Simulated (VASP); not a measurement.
# LiReS4 (I4/mmm) in VASP: a series of runs

LiReS4 is run at these levels: PBE; tasks: single point, relaxation of cell and atoms.

All numbers are computed with VASP 6.6.1; they aren't measurements. Logs are shortened: lines on timing, memory, paths and dates and some standing lists are left out, and cuts for length are marked.

**1. The cell of the first run**

The structure is tetragonal, space group I4/mmm (No. 139). The conventional cell has a = 4.764 Å, b = 4.764 Å, c = 9.841 Å, α = 90.00°, β = 90.00°, γ = 90.00°. Li (site symmetry 4/mmm) has 6 S at 2.38 to 2.64 Å within 3.1 Å. Within 3.0 Å of Re (site symmetry 4/mmm) lie 6 S at 2.28 to 2.38 Å. S (site symmetry 4mm) has 1 Re at 2.28 Å and 1 Li at 2.64 Å within 3.0 Å. S (site symmetry mmm) has 2 Li at 2.38 Å and 2 Re at 2.38 Å within 3.1 Å.

The cell was generated, and may not be a known phase.

**2. Single point, PBE, collinear spin**

File INCAR:

```
ALGO = Normal
EDIFF = 1E-6
ENCUT = 520
GGA = PE
ISIF = 2
ISMEAR = 0
ISPIN = 2
LASPH = True
LCHARG = False
LMAXMIX = 4
LORBIT = 11
LREAL = False
LWAVE = False
MAGMOM = 0 1 0 0 0 0
NBANDS = 30
NELM = 150
PREC = Accurate
SIGMA = 0.1
```

File KPOINTS:

```
k-points
0
Gamma
  4 4 4
```

File POSCAR:

```
LiReS4
1.0
   -2.3821696445      2.3821696445      4.9202911444
    2.3821696445     -2.3821696445      4.9202911444
    2.3821696445      2.3821696445     -4.9202911444
Li Re S
1 1 4
Direct
    0.5000000000      0.5000000000      0.0000000000
    0.0000000000      0.0000000000      0.0000000000
    0.2317779758      0.2317779758      0.0000000000
    0.7682220242      0.7682220242      0.0000000000
    0.5000000000      0.0000000000      0.5000000000
    0.0000000000      0.5000000000      0.5000000000
```

Potentials or basis: VASP PAW PBE potentials, release 64 (Li_sv, Re, S).

Command:

```bash
$ cat potpaw_PBE.64/Li_sv/POTCAR potpaw_PBE.64/Re/POTCAR potpaw_PBE.64/S/POTCAR > POTCAR
$ mpirun -np 1 vasp_std > vasp.out
```

OUTCAR:

```text
EDIFF = 1E-6
   ENCUT = 520
   GGA = PE
   ISIF = 2
   ISMEAR = 0
   ISPIN = 2
   LASPH = True
   LORBIT = 11
   LREAL = False
   NELM = 150
   PREC = Accurate

 ion  position               nearest neighbor table
   1  0.500  0.500  0.000-   5 2.38   6 2.38   5 2.38   6 2.38   3 2.64   4 2.64
   2  0.000  0.000  0.000-   3 2.28   4 2.28   5 2.38   6 2.38   6 2.38   5 2.38
   3  0.232  0.232  0.000-   2 2.28   1 2.64
   4  0.768  0.768  0.000-   2 2.28   1 2.64
   5  0.500  0.000  0.500-   1 2.38   2 2.38   1 2.38   2 2.38
   6  0.000  0.500  0.500-   1 2.38   2 2.38   2 2.38   1 2.38

  LATTYP: Found a body centered tetragonal cell.
 ALAT       =     4.7643392890
 C/A-ratio  =     2.0654663096

  Lattice vectors:

 A1 = (  -2.3821696445,   2.3821696445,   4.9202911444)
 A2 = (   2.3821696445,  -2.3821696445,   4.9202911444)
 A3 = (   2.3821696445,   2.3821696445,  -4.9202911444)

Analysis of symmetry for initial positions (statically):
=====================================================================
 Subroutine PRICEL returns:
 Original cell was already a primitive cell.

 Routine SETGRP: Setting up the symmetry group for a
 body centered tetragonal supercell.

 Subroutine GETGRP returns: Found 16 space group operations
 (whereof 16 operations were pure point group operations)
 out of a pool of 16 trial point group operations.

The static configuration has the point symmetry D_4h.

Analysis of symmetry for dynamics (positions and initial velocities):
=====================================================================
 Subroutine PRICEL returns:
 Original cell was already a primitive cell.

 Routine SETGRP: Setting up the symmetry group for a
 body centered tetragonal supercell.

 Subroutine GETGRP returns: Found 16 space group operations
 (whereof 16 operations were pure point group operations)
 out of a pool of 16 trial point group operations.

The dynamic configuration has the point symmetry D_4h.

Analysis of structural, dynamic, and magnetic symmetry:
=====================================================================
 Subroutine PRICEL returns:
 Original cell was already a primitive cell.

 Routine SETGRP: Setting up the symmetry group for a
 body centered tetragonal supercell.

 Subroutine GETGRP returns: Found 16 space group operations
 (whereof 16 operations were pure point group operations)
 out of a pool of 16 trial point group operations.

The overall configuration has the point symmetry D_4h.

 Subroutine INISYM returns: Found 16 space group operations
 (whereof 16 operations are pure point group operations),
 and found     1 'primitive' translations

----------------------------------------------------------------------------------------

                                     Primitive cell

  volume of cell :     111.6853

  direct lattice vectors                    reciprocal lattice vectors
    -2.382169644  2.382169644  4.920291144     0.000000000  0.209892692  0.101620003
     2.382169644 -2.382169644  4.920291144     0.209892692  0.000000000  0.101620003
     2.382169644  2.382169644 -4.920291144     0.209892692  0.209892692  0.000000000

  length of vectors
     5.963114067  5.963114067  5.963114067     0.233198558  0.233198558  0.296833092

  position of ions in fractional coordinates (direct lattice)
     0.500000000  0.500000000  0.000000000
     0.000000000  0.000000000  0.000000000
     0.231777976  0.231777976  0.000000000
     0.768222024  0.768222024  0.000000000
     0.500000000  0.000000000  0.500000000
     0.000000000  0.500000000  0.500000000

  ion indices of the primitive-cell ions
   primitive index   ion index
                 1           1
                 2           2
                 3           3
                 4           4
                 5           5
                 6           6

----------------------------------------------------------------------------------------

 KPOINTS: k-points

Automatic generation of k-mesh.
 Grid dimensions read from file:
 generate k-points for:    4    4    4

 Generating k-lattice:

  Cartesian coordinates                     Fractional coordinates (reciprocal lattice)
     0.000000000  0.052473173  0.025405001     0.250000000  0.000000000  0.000000000
     0.052473173  0.000000000  0.025405001     0.000000000  0.250000000  0.000000000
     0.052473173  0.052473173  0.000000000     0.000000000  0.000000000  0.250000000

  Length of vectors
     0.058299639  0.058299639  0.074208273

  Shift w.r.t. Gamma in fractional coordinates (k-lattice)
     0.000000000  0.000000000  0.000000000

 Subroutine IBZKPT returns following result:
 ===========================================

 Found     13 irreducible k-points:

 Following reciprocal coordinates:
            Coordinates               Weight
  0.000000  0.000000  0.000000      1.000000
  0.250000  0.000000  0.000000      8.000000
  0.500000  0.000000  0.000000      4.000000
  0.250000  0.250000  0.000000      8.000000
  0.500000  0.250000  0.000000     16.000000
 -0.250000  0.250000  0.000000      4.000000
  0.500000  0.500000  0.000000      2.000000
  0.250000  0.250000  0.250000      2.000000
 -0.250000  0.250000  0.250000      4.000000
  0.500000  0.500000  0.250000      4.000000
 -0.250000  0.500000  0.250000      8.000000
 -0.250000 -0.250000  0.250000      2.000000
  0.500000  0.500000  0.500000      1.000000
   k-points           NKPTS =     13   k-points in BZ     NKDIM =     13   number of bands    NBANDS=     30
   number of dos      NEDOS =    301   number of ions     NIONS =      6
   total plane-waves  NPLWV = 110592
   dimension x,y,z NGX =    48 NGY =   48 NGZ =   48
   dimension x,y,z NGXF=    96 NGYF=   96 NGZF=   96
   ions per type =               1   1   4
   NGX,Y,Z   is equivalent  to a cutoff of  13.38, 13.38, 13.38 a.u.
   NGXF,Y,Z  is equivalent  to a cutoff of  26.76, 26.76, 26.76 a.u.
 SYSTEM =  unknown system
   PREC   = accura    normal or accurate (medium, high low for compatibility)
   ISTART =      0    job   : 0-new  1-cont  2-samecut
   ICHARG =      2    charge: 1-file 2-atom 10-const
   ISPIN  =      2    spin polarized calculation?
   LNONCOLLINEAR =      F non collinear calculations
   LSORBIT =      F    spin-orbit coupling
   LASPH  =      T    aspherical Exc in radial PAW
   ENCUT  =  520.0 eV  38.22 Ry    6.18 a.u.  11.09 11.09 11.09*2*pi/ulx,y,z
   NELM   =    150;   NELMIN=  2; NELMDL= -5     # of ELM steps
   EDIFF  = 0.1E-05   stopping-criterion for ELM
   LREAL  =      F    real-space projection
   EDIFFG = 0.1E-04   stopping-criterion for IOM
   NSW    =      0    number of steps for IOM
   IBRION =     -1    ionic relax: 0-MD 1-quasi-New 2-CG
   NFREE  =      0    steps in history (QN), initial steepest desc. (CG)
   ISIF   =      2    stress and relaxation
   ISYM   =      2    0-nonsym 1-usesym 2-fastsym
   POTIM  = 0.5000    time-step for ionic-motion
   TEBEG  =    0.0;   TEEND  =   0.0 temperature during run
   PSTRESS=    0.0 pullay stress
   NELECT =      34.0000    total number of electrons
   NUPDOWN=      -1.0000    fix difference up-down
   EMIN   =  10.00;   EMAX   =-10.00  energy-range for DOS
   EFERMI =   0.00;   METHOD = LEGACY
   ISMEAR =     0;   SIGMA  =   0.10  broadening in eV -4-tet -1-fermi 0-gaus
   EFERMI_NEDOS =   21; number of points for ismear=-14 and -15
   IALGO  =     38    algorithm
   IMIX   =      4    mixing-type and parameters
     AMIX     =   0.40;   BMIX     =  1.00
     AMIX_MAG =   1.60;   BMIX_MAG =  1.00
  volume/ion in A,a.u.               =      18.61       125.61
  Fermi-wavevector in a.u.,A,eV,Ry     =   1.101292  2.081140 16.501740  1.212844
  Thomas-Fermi vector in A             =   2.237717
   LORBIT       =     11    0 simple, 1 ext, 2 COOP (PROOUT), +10 PAW based schemes
   GGA     = PE    functional components
   LHFCALC =     F    Hartree Fock is set to
   AEXX    =    0.0000 exact exchange contribution
   IVDW    =     0    specifies the selected vdW correction
   LEPSILON=     F    determine dielectric tensor
   LRPA    =     F    only Hartree local field effects (RPA)
 spin polarized calculation
 Gauss-broadening in eV      SIGMA  =   0.10
  energy-cutoff  :      520.00
  volume of cell :      111.69
 maximum number of plane-waves:      3036
 NGX is ok and might be reduce to    48
   NGX = 23   NGY = 23   NGZ = 23

 number of electron      33.9999998 magnetization       0.0352045

 number of electron      33.9999998 magnetization      -0.0332475

 Free energy of the ion-electron system (eV)
  ---------------------------------------------------
  ext. energy  EPLUGINS =         0.00000000
  ---------------------------------------------------
  free energy    TOTEN  =       -30.60321840 eV

  energy without entropy =      -30.56706946  energy(sigma->0) =      -30.58514393

 E-fermi :   3.9946     XC(G=0):  -9.8738

 val. band max:        3.9922898777   @ k =  -0.2500   0.2500   0.0000
 cond. band min:       4.0028175333   @ k =   0.5000   0.5000   0.2500
 fundamental gap:      0.0105276556
 Fermi energy:         3.9945763175

 spin component 1

 k-point     1 :       0.0000    0.0000    0.0000
  band No.  band energies     occupation
      1     -41.1480      1.00000
      2     -10.0509      1.00000
      3      -8.4238      1.00000
      4      -8.1397      1.00000
      5      -7.2127      1.00000
      6      -0.4041      1.00000
[... 21 lines left out ...]
     28      13.3762      0.00000
     29      13.7346      0.00000

 k-point     2 :       0.2500    0.0000    0.0000
  band No.  band energies     occupation
      1     -41.1480      1.00000
      2      -9.7439      1.00000
      3      -8.4370      1.00000
      4      -8.0872      1.00000
      5      -7.4347      1.00000
      6      -1.4059      1.00000
[... 344 lines left out ...]
 k-point    13 :       0.5000    0.5000    0.5000
  band No.  band energies     occupation
      1     -41.1480      1.00000
      2      -9.6308      1.00000
      3      -8.4405      1.00000
      4      -8.3379      1.00000
      5      -7.8146      1.00000
      6      -0.7012      1.00000
[... 21 lines left out ...]
     28      12.3409      0.00000
     29      12.4903      0.00000
 Fermi energy:         3.9945763175

 spin component 2

 k-point     1 :       0.0000    0.0000    0.0000
  band No.  band energies     occupation
      1     -41.1479      1.00000
      2     -10.0569      1.00000
      3      -8.4277      1.00000
      4      -8.1504      1.00000
      5      -7.2280      1.00000
      6      -0.4086      1.00000
[... 21 lines left out ...]
     28      13.3719      0.00000
     29      13.7284      0.00000

 k-point     2 :       0.2500    0.0000    0.0000
  band No.  band energies     occupation
      1     -41.1479      1.00000
      2      -9.7500      1.00000
      3      -8.4413      1.00000
      4      -8.0977      1.00000
      5      -7.4497      1.00000
      6      -1.4071      1.00000
[... 344 lines left out ...]
 k-point    13 :       0.5000    0.5000    0.5000
  band No.  band energies     occupation
      1     -41.1479      1.00000
      2      -9.6344      1.00000
      3      -8.4445      1.00000
      4      -8.3523      1.00000
      5      -7.8277      1.00000
      6      -0.7049      1.00000
[... 21 lines left out ...]
     28      12.3322      0.00000
     29      12.4865      0.00000
 [bands above 29 left out]

------------------------ aborting loop because EDIFF is reached ----------------------------------------

  FORCE on cell =-STRESS in cart. coord.  units (eV):
  Direction    XX          YY          ZZ          XY          YZ          ZX
  --------------------------------------------------------------------------------------
  -------------------------------------------------------------------------------------
  Total        0.1348754      0.1348754      0.4448621      0.0000000      0.0000000      0.0000000
  in kB        1.9348496      1.9348496      6.3817509      0.0000000      0.0000000      0.0000000
  external PRESSURE =       3.4171500 kB  Pullay stress =       0.0000000 kB

 VOLUME and BASIS-vectors are now :
 -----------------------------------------------------------------------------
  energy-cutoff  :      520.00
  volume of cell :      111.69
      direct lattice vectors                 reciprocal lattice vectors
    -2.382169644  2.382169644  4.920291144     0.000000000  0.209892692  0.101620003
     2.382169644 -2.382169644  4.920291144     0.209892692  0.000000000  0.101620003
     2.382169644  2.382169644 -4.920291144     0.209892692  0.209892692  0.000000000

 POSITION                                       TOTAL-FORCE (eV/Angst)
 -----------------------------------------------------------------------------------
      0.00000      0.00000      4.92029        -0.000000     -0.000000     -0.000000
      0.00000      0.00000      0.00000        -0.000000     -0.000000     -0.000000
      0.00000      0.00000      2.28083         0.000000      0.000000      0.095662
      0.00000      0.00000      7.55975        -0.000000     -0.000000     -0.095662
      0.00000      2.38217      0.00000        -0.000000     -0.000000     -0.000000
      2.38217      0.00000      0.00000        -0.000000     -0.000000     -0.000000
 -----------------------------------------------------------------------------------
    total drift:                               -0.000000     -0.000000      0.000000

  FREE ENERGIE OF THE ION-ELECTRON SYSTEM (eV)
  ---------------------------------------------------
  free  energy   TOTEN  =       -30.6032184008 eV

  energy  without entropy=      -30.5670694565  energy(sigma->0) =      -30.58514393

 total charge

# of ion       s       p       d       tot
------------------------------------------
    1        2.018   0.060   0.000   2.078
    2        0.527   0.654   4.679   5.859
    3        1.378   2.240   0.000   3.618
    4        1.378   2.240   0.000   3.618
    5        1.332   2.400   0.000   3.732
    6        1.332   2.400   0.000   3.732
--------------------------------------------------
tot          7.965   9.993   4.679  22.637

 magnetization (x)

# of ion       s       p       d       tot
------------------------------------------
    1        0.000   0.000   0.000   0.000
    2        0.000  -0.000   0.006   0.006
    3       -0.000  -0.010   0.000  -0.011
    4       -0.000  -0.010   0.000  -0.011
    5       -0.000  -0.003   0.000  -0.003
    6       -0.000  -0.003   0.000  -0.003
--------------------------------------------------
tot         -0.001  -0.027   0.006  -0.022
```

It took 1.8 min on 1 thread of Intel Xeon 6975P-C (Granite Rapids), shared host; peak memory 0.43 GiB.

Results:

```yaml
Free_energy: -30.6032 eV
Largest_force: 0.096 eV/Å
Band_gap_on_the_k_mesh: zero (filled and empty bands overlap)
Net_moment: -0.03 μB per cell
Valence_electrons_inside_the_program's_atomic_spheres: Li 2.08; Re 5.86; S 3.62, 3.73 (each value once)
```

Forces on the atoms (eV/Å):
```
Li   0.000  0.000  0.000
Re   0.000  0.000  0.000
S    0.000  0.000  0.096
S    0.000  0.000 -0.096
S    0.000  0.000  0.000
S    0.000  0.000  0.000
```

Caveat: the k points lie up to 0.37 Å⁻¹ apart, too coarse for converged energies and pressures of a metal; the cutoff is under 1.25 times the usual one of these potentials, so pressure, stress and relaxed cells hold a basis-set (Pulay) error; spin-orbit coupling is left out, which moves the levels of the heavy elements.

**3. Relaxation of cell and atoms, PBE, collinear spin**

This run uses another cell than the first one, of 20.32 Å³/atom.

File INCAR:

```
PREC = Accurate ; ENCUT = 600
EDIFF = 1E-7 ; ISMEAR = 0
SIGMA = 0.1 ; LREAL = False
LASPH = True ; NELM = 150
ALGO = Normal ; ISIF = 3
LWAVE = False ; LCHARG = False
ISPIN = 2 ; MAGMOM = 0 1 0 0 0 0
LORBIT = 11 ; LMAXMIX = 4
GGA = PE ; IBRION = 2
NSW = 90 ; EDIFFG = -0.04
```

File KPOINTS:

```
Automatic mesh
0
Gamma
  4 4 4
```

File POSCAR:

```
LiReS4
1.0
   -2.7028487100      2.7028487100      4.1729454400
    2.7028487100     -2.7028487100      4.1729454400
    2.7028487100      2.7028487100     -4.1729454400
Li Re S
1 1 4
Direct
    0.5000000000      0.5000000000      0.0000000000
    0.0000000000      0.0000000000      0.0000000000
    0.2592614100      0.2592614100      0.0000000000
    0.7407385900      0.7407385900      0.0000000000
    0.5000000000      0.0000000000      0.5000000000
    0.0000000000      0.5000000000      0.5000000000
```

Potentials or basis: VASP PAW PBE potentials, release 64 (Li_sv, Re, S).

Command:

```bash
$ cat potpaw_PBE.64/Li_sv/POTCAR potpaw_PBE.64/Re/POTCAR potpaw_PBE.64/S/POTCAR > POTCAR
$ mpirun -np 1 vasp_std > vasp.out
```

Run time: 18 min. Hardware: 1 thread of Intel Xeon 6975P-C (Granite Rapids), shared host; peak memory 0.46 GiB.

The run converged. Its results:

```yaml
Free_energy: -30.6032 eV
Relaxed_volume: 18.48 Å³/atom
Relaxed_cell: a = 5.941 Å, b = 5.941 Å, c = 5.941 Å, α = 132.78°, β = 132.78°, γ = 69.00°
Space_group_after_relaxing_to_0.1_Å: I4/mmm (No. 139)
Energy_gained_by_relaxing: 303.4 meV/atom
Ionic_steps: 16
Pressure_after_relaxing: 0.2 GPa
Largest_force_after_relaxing: 0.034 eV/Å
Band_gap_on_the_k_mesh: zero (filled and empty bands overlap)
Net_moment: 0.00 μB per cell
Valence_electrons_inside_the_program's_atomic_spheres: Li 2.08; Re 5.85; S 3.62, 3.73 (each value once)
```

Forces on the atoms (eV/Å):
```
Li   0.000  0.000  0.000
Re   0.000  0.000  0.000
S    0.000  0.000 -0.034
S    0.000  0.000  0.034
S    0.000  0.000  0.000
S    0.000  0.000  0.000
```

The path:
```csv
step,energy change (eV),largest force (eV/Å),pressure (GPa),volume (Å³)
1,0.0000,1.2340,-1.86,121.94
2,-1.3840,1.7140,-6.96,116.82
3,-1.5057,1.7049,-6.56,114.86
4,-1.5074,1.3947,10.80,100.46
5,-1.7643,0.3768,0.78,107.19
6,-1.7643,0.3446,0.96,107.04
7,-1.7819,0.1974,0.81,108.01
8,-1.7992,0.1313,0.64,110.19
9,-1.8009,0.2797,-1.53,112.47
10,-1.8046,0.1027,-0.57,111.42
11,-1.8133,0.1167,-0.49,111.31
12,-1.8148,0.1455,0.19,110.89
13,-1.8198,0.1263,-0.22,111.13
14,-1.8199,0.1282,-0.19,111.11
15,-1.8191,0.1024,0.83,110.52
16,-1.8207,0.0341,0.23,110.86
```

Final structure:
```
Li Re S
1.0
    -2.37924    2.37924    4.89607
     2.37924   -2.37924    4.89607
     2.37924    2.37924   -4.89607
Li Re S
1 1 4
Direct
  0.50000 0.50000 0.00000
  0.00000 0.00000 0.00000
  0.23396 0.23396 0.00000
  0.76604 0.76604 0.00000
  0.50000 0.00000 0.50000
  0.00000 0.50000 0.50000
```

Levels at points of the mesh, in eV from the Fermi level:
Spin up:
```
           k point  band 14  band 15  band 16  band 17  band 18  band 19  band 20  band 21
(0.00, 0.00, 0.00)    -1.78    -1.60    -0.06     0.12     0.12     0.26     0.38     0.38
(0.50, 0.00, 0.00)    -1.43    -0.93    -0.30    -0.27     0.27     0.54     0.83     1.13
(0.50, 0.50, 0.00)    -0.45    -0.32    -0.03     0.15     0.85     1.00     2.15     5.02
(0.50, 0.50, 0.50)    -1.57    -1.57    -1.41    -1.41    -1.22    -0.07     1.18     1.18
```
Spin down:
| k point | band 14 | band 15 | band 16 | band 17 | band 18 | band 19 | band 20 | band 21 |
| --- | --- | --- | --- | --- | --- | --- | --- | --- |
| (0.00, 0.00, 0.00) | -1.78 | -1.60 | -0.06 | 0.12 | 0.12 | 0.26 | 0.38 | 0.38 |
| (0.50, 0.00, 0.00) | -1.43 | -0.93 | -0.30 | -0.27 | 0.27 | 0.54 | 0.83 | 1.13 |
| (0.50, 0.50, 0.00) | -0.45 | -0.32 | -0.04 | 0.15 | 0.85 | 1.00 | 2.15 | 5.02 |
| (0.50, 0.50, 0.50) | -1.57 | -1.57 | -1.41 | -1.41 | -1.22 | -0.07 | 1.18 | 1.18 |

Caveat: the cutoff is under 1.25 times the usual one of these potentials, so pressure, stress and relaxed cells hold a basis-set (Pulay) error; spin-orbit coupling is left out, which moves the levels of the heavy elements.

The gap in the log of VASP goes by the Fermi energy; the results here count the filled bands.